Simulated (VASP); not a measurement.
# PbS (R3m) in VASP: a series of runs

The runs below take PbS through single point, with PBE0.

All numbers are computed with VASP 6.6.1; they aren't measurements. Logs are shortened: lines on timing, memory, paths and dates and some standing lists are left out, and cuts for length are marked.

## Step 1: The cell of the first run

Symmetry: R3m, No. 160, trigonal system. The conventional cell has a = 4.139 Å, b = 4.139 Å, c = 10.144 Å, α = 90.00°, β = 90.00°, γ = 120.00°. Pb (site symmetry 3m) has 6 S at 2.90 to 2.96 Å within 3.8 Å. S (site symmetry 3m) has 6 Pb at 2.90 to 2.96 Å within 3.8 Å.

## Step 2: Single point, PBE0

POSCAR reads:

```
PbS
1.0
    2.0695340594      1.1948460463      3.3814492087
   -2.0695340594      1.1948460463      3.3814492087
    0.0000000000     -2.3896920926      3.3814492087
Pb S
1 1
Direct
    0.9805657800      0.9805657800      0.9805657800
    0.4750355500      0.4750355500      0.4750355500
```

INCAR.step1 reads:

```
  ALGO = Normal
  EDIFF = 1E-5
  ENCUT = 520
  GGA = PE
  ISIF = 2
  ISMEAR = -1
  LASPH = True
  LREAL = False
  LWAVE = True
  NBANDS = 17
  NELM = 100
  PREC = Accurate
  SIGMA = 0.05
```

INCAR.step2 reads:

```
  AEXX = 0.25
  ALGO = Normal
  EDIFF = 1E-6
  ENCUT = 520
  GGA = PE
  ISIF = 2
  ISMEAR = -1
  ISTART = 1
  LASPH = True
  LCHARG = True
  LELF = True
  LHFCALC = True
  LREAL = False
  LVHAR = True
  LWAVE = False
  NBANDS = 17
  NELM = 100
  PREC = Accurate
  PRECFOCK = Normal
  SIGMA = 0.05
```

KPOINTS reads:

```
k-points
0
Gamma
  4 4 4
```

Potentials or basis: VASP PAW PBE potentials, release 64 (Pb_d, S).

Launch:

```bash
$ cat potpaw_PBE.64/Pb_d/POTCAR potpaw_PBE.64/S/POTCAR > POTCAR
$ cp INCAR.step1 INCAR
$ mpirun -np 1 vasp_std > vasp.out
$ cp INCAR.step2 INCAR
$ mpirun -np 1 vasp_std > vasp.out
```

OUTCAR:

```text
AEXX = 0.25
   EDIFF = 1E-6
   ENCUT = 520
   GGA = PE
   ISIF = 2
   ISMEAR = -1
   ISTART = 1
   LASPH = True
   LHFCALC = True
   LREAL = False
   NELM = 100
   PREC = Accurate
   PRECFOCK = Normal

 ion  position               nearest neighbor table
   1  0.981  0.981  0.981-   2 2.90   2 2.90   2 2.90   2 2.96   2 2.96   2 2.96
   2  0.475  0.475  0.475-   1 2.90   1 2.90   1 2.90   1 2.96   1 2.96   1 2.96

  LATTYP: Found a trigonal (rhomboedric) cell.
 ALAT       =     4.1406312379
 COS(alpha) =     0.5003774362

  Lattice vectors:

 A1 = (   2.0695340594,   1.1948460463,   3.3814492087)
 A2 = (  -2.0695340594,   1.1948460463,   3.3814492087)
 A3 = (   0.0000000000,  -2.3896920926,   3.3814492087)

Analysis of symmetry for initial positions (statically):
=====================================================================
 Subroutine PRICEL returns:
 Original cell was already a primitive cell.

 Routine SETGRP: Setting up the symmetry group for a
 trigonal (rhombohedral) supercell.

 Subroutine GETGRP returns: Found  6 space group operations
 (whereof  6 operations were pure point group operations)
 out of a pool of 12 trial point group operations.

The static configuration has the point symmetry C_3v.

Analysis of symmetry for dynamics (positions and initial velocities):
=====================================================================
 Subroutine PRICEL returns:
 Original cell was already a primitive cell.

 Routine SETGRP: Setting up the symmetry group for a
 trigonal (rhombohedral) supercell.

 Subroutine GETGRP returns: Found  6 space group operations
 (whereof  6 operations were pure point group operations)
 out of a pool of 12 trial point group operations.

The dynamic configuration has the point symmetry C_3v.

 Subroutine INISYM returns: Found  6 space group operations
 (whereof  6 operations are pure point group operations),
 and found     1 'primitive' translations

----------------------------------------------------------------------------------------

                                     Primitive cell

  volume of cell :      50.1694

  direct lattice vectors                    reciprocal lattice vectors
     2.069534059  1.194846046  3.381449209     0.241600276  0.139487984  0.098577063
[... 77 lines left out ...]
   NSW    =      0    number of steps for IOM
   IBRION =     -1    ionic relax: 0-MD 1-quasi-New 2-CG
   NFREE  =      0    steps in history (QN), initial steepest desc. (CG)
   ISIF   =      2    stress and relaxation
   ISYM   =      3    0-nonsym 1-usesym 2-fastsym
   POTIM  = 0.5000    time-step for ionic-motion
   TEBEG  =    0.0;   TEEND  =   0.0 temperature during run
   PSTRESS=    0.0 pullay stress
   NELECT =      20.0000    total number of electrons
   NUPDOWN=      -1.0000    fix difference up-down
   EMIN   =  10.00;   EMAX   =-10.00  energy-range for DOS
   EFERMI =   0.00;   METHOD = LEGACY
   ISMEAR =    -1;   SIGMA  =   0.05  broadening in eV -4-tet -1-fermi 0-gaus
   EFERMI_NEDOS =   21; number of points for ismear=-14 and -15
   IALGO  =     38    algorithm
   IMIX   =      1    mixing-type and parameters
     AMIX     =   0.40;   BMIX     =  1.00
     AMIX_MAG =   1.60;   BMIX_MAG =  1.00
  volume/ion in A,a.u.               =      25.08       169.28
  Fermi-wavevector in a.u.,A,eV,Ry     =   1.204866  2.276866 19.751594  1.451701
  Thomas-Fermi vector in A             =   2.340578
   LORBIT       =      0    0 simple, 1 ext, 2 COOP (PROOUT), +10 PAW based schemes
   GGA     = PE    functional components
   LHFCALC =     T    Hartree Fock is set to
   PRECFOCK=normal    Normal, Fast or Accurate (Low or Medium for compatibility)
   ENCUT4O =  -1.0   cutoff for four orbital integrals eV
   NKREDX  =     1    reduce k-point grid by
   NKREDY  =     1    reduce k-point grid by
   NKREDZ  =     1    reduce k-point grid by
   AEXX    =    0.2500 exact exchange contribution
   HFSCREEN=    0.0000 screening length (either q_TF or 0.3 A-1)
   HFSCREENC=   0.0000 screening length for correlation (either q_TF or 0.3 A-1)
   ENCUTFOCK=  -1.0 apply spherical cutoff to Coloumb kernel
   IVDW    =     0    specifies the selected vdW correction
   LEPSILON=     F    determine dielectric tensor
   LRPA    =     F    only Hartree local field effects (RPA)
 non-spin polarized calculation
  energy-cutoff  :      520.00
  volume of cell :       50.17
 maximum number of plane-waves:      1363
 NGX is ok and might be reduce to    32
  NGX = 24; NGY = 24; NGZ = 24

 number of electron      19.9999999 magnetization

 Free energy of the ion-electron system (eV)
  ---------------------------------------------------
  ext. energy  EPLUGINS =         0.00000000
  ---------------------------------------------------
  free energy    TOTEN  =       -11.42450975 eV

  energy without entropy =      -11.42450943  energy(sigma->0) =      -11.42450959

 E-fermi :   6.4405     XC(G=0):  -7.8029

 val. band max:        5.7838045957   @ k =   0.5000   0.0000   0.0000
 cond. band min:       7.0970942527   @ k =   0.5000   0.0000   0.0000
 fundamental gap:      1.3132896570
 Fermi energy:         6.4405235908

 k-point     1 :       0.0000    0.0000    0.0000
  band No.  band energies     occupation
      1     -12.9954      2.00000
      2     -12.9954      2.00000
      3     -12.9954      2.00000
      4     -12.9949      2.00000
      5     -12.9949      2.00000
      6      -9.9050      2.00000
[... 237 lines left out ...]
      4     -12.9422      2.00000
      5     -12.9422      2.00000
      6      -8.4850      2.00000
[... 9 lines left out ...]
     16      17.5003      0.00000
     17      18.0701      0.00000

------------------------ aborting loop because EDIFF is reached ----------------------------------------

  FORCE on cell =-STRESS in cart. coord.  units (eV):
  Direction    XX          YY          ZZ          XY          YZ          ZX
  --------------------------------------------------------------------------------------
  -------------------------------------------------------------------------------------
  Total        1.1506848      1.1506848      1.1497227      0.0000000     -0.0000000      0.0000000
  in kB       36.7475440     36.7475440     36.7168175      0.0000000     -0.0000000      0.0000000
  external PRESSURE =      36.7373018 kB  Pullay stress =       0.0000000 kB

 VOLUME and BASIS-vectors are now :
 -----------------------------------------------------------------------------
  energy-cutoff  :      520.00
  volume of cell :       50.17
      direct lattice vectors                 reciprocal lattice vectors
     2.069534059  1.194846046  3.381449209     0.241600276  0.139487984  0.098577063
    -2.069534059  1.194846046  3.381449209    -0.241600276  0.139487984  0.098577063
     0.000000000 -2.389692093  3.381449209     0.000000000 -0.278975969  0.098577063

 POSITION                                       TOTAL-FORCE (eV/Angst)
 -----------------------------------------------------------------------------------
      0.00000      0.00000      9.94720         0.000000      0.000000      0.007267
      0.00000      0.00000      4.81893         0.000000     -0.000000     -0.007267
 -----------------------------------------------------------------------------------
    total drift:                               -0.000003     -0.000005      0.000201

  FREE ENERGIE OF THE ION-ELECTRON SYSTEM (eV)
  ---------------------------------------------------
  free  energy   TOTEN  =       -11.4245097472 eV

  energy  without entropy=      -11.4245094333  energy(sigma->0) =      -11.42450959
```

OUTCAR.step1:

```text
EDIFF = 1E-5
   ENCUT = 520
   GGA = PE
   ISIF = 2
   ISMEAR = -1
[... 468 lines left out ...]
 -----------------------------------------------------------------------------------
      0.00000      0.00000      9.94720         0.000000      0.000000      0.021571
      0.00000      0.00000      4.81893         0.000000      0.000000     -0.021571
 -----------------------------------------------------------------------------------
    total drift:                                0.000000      0.000000     -0.000527

  FREE ENERGIE OF THE ION-ELECTRON SYSTEM (eV)
  ---------------------------------------------------
  free  energy   TOTEN  =        -8.6990113532 eV

  energy  without entropy=       -8.6958565541  energy(sigma->0) =       -8.69743395
```

It took 22 min on 1 thread of Intel Xeon 8259CL, shared host; peak memory 0.19 GiB.

Results:

```yaml
Free_energy: -11.4245 eV
Pressure: 3.7 GPa
Largest_force: 0.007 eV/Å
Band_gap_on_the_k_mesh: 1.31 eV
```

Forces in eV/Å, atoms in the order of the input:
```
Pb   0.000  0.000  0.007
S    0.000  0.000 -0.007
```

Levels at points of the mesh, in eV from the valence-band top:
```csv
k point,band 6,band 7,band 8,band 9,band 10,band 11,band 12,band 13,band 14,band 15
"(0.00, 0.00, 0.00)",-15.69,-6.44,-2.87,-2.87,-2.87,6.78,6.82,6.82,7.99,7.99
"(0.50, 0.00, 0.00)",-14.26,-10.08,-2.43,-2.43,0.00,1.31,3.02,3.03,10.15,11.72
"(0.50, 0.50, 0.00)",-13.69,-7.92,-6.38,-4.34,-4.34,4.79,7.29,7.42,7.44,12.92
"(0.50, 0.50, 0.50)",-14.27,-10.08,-2.42,-2.42,-0.03,1.34,3.02,3.02,10.14,11.72
```

Caveat: the k points lie up to 0.46 Å⁻¹ apart; the PAW data sets were made with another functional, which shifts forces and pressure a little; spin-orbit coupling is left out, which moves the levels of the heavy elements. A k mesh can miss the band edges.

[end of part 1 of 2]
